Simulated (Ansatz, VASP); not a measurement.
# One calculation of AgCl, two programs

The input INCAR:

```
SYSTEM = AgCl
PREC = Accurate
ENCUT = 520
EDIFF = 1E-6
ISMEAR = 0
SIGMA = 0.02
LREAL = .FALSE.
LASPH = .TRUE.
NELM = 80
ALGO = Normal
ISIF = 2
LWAVE = .FALSE.
LCHARG = .TRUE.
GGA = PE
LELF = .TRUE.
LVHAR = .TRUE.
NBANDS = 16
```

KPOINTS

```
Automatic mesh
0
G
  8 8 8
  0 0 0
```

POSCAR

```
AgCl
1.0
    0.0086799595      2.8519351915      2.8709035375
    2.8897886890     -0.0065723655      2.8861558625
    2.8785019685      2.8559007960      0.0047143550
Ag Cl
1 1
Direct
    0.5060598958      0.4713412545      0.5414023764
   -0.0060598958      0.0286587455     -0.0414023764
```

Input for Ansatz:

```yaml
crystal:
  lattice:
    - [0.0086799595, 2.8519351915, 2.8709035375]
    - [2.889788689, -0.0065723655, 2.8861558625]
    - [2.8785019685, 2.855900796, 0.004714355]
  atoms:
    - { symbol: Ag, position: [0.5060598958, 0.4713412545, 0.5414023764] }
    - { symbol: Cl, position: [-0.0060598958, 0.0286587455, -0.0414023764] }
basis:
  ecutwfc: 420
kpoints:
  mp_grid: { grid: [8, 8, 8] }
hamiltonian:
  xc: pbe
scf:
  occupations: { method: gaussian, width: 0.02 }
output:
  forces: true
  stress: true
  eigenvalues: true
```

Change from the starting cell: all atoms moved at random, cell strained at random.

Alike in both runs: task single point; functional PBE; k mesh 8 × 8 × 8; occupations gaussian, width 0.02 eV; no spin polarisation.

```csv
,VASP,Ansatz
version,VASP 6.6.1,Ansatz 0.2.0
potentials or method,"VASP PAW PBE potentials, release 64 (Ag, Cl), cutoff 520 eV","scalar-relativistic, plane waves, PAW"
valence electrons in the cell,18,26
```

```tsv
	VASP	Ansatz	Ansatz less VASP
gap on the k mesh at the Fermi level (eV)	0.91	0.92	+0.004
least direct gap on the mesh (eV)	2.10	2.10	+0.003
pressure (GPa)	-1.4	-1.3	+0.11
traceless stress, the component that is largest in VASP (GPa)	1.26	1.27	+0.012
rms of the force components (eV/Å)	0.122	0.124	+0.0021
```

Atom by atom the forces differ by 0.002 eV/Å (rms over components). The functional is the same, so the differences come from potentials, cutoffs and numerics. VASP's potentials hold 18 valence electrons a cell and Ansatz's 26, so a difference there can come from the potentials and not from the codes.
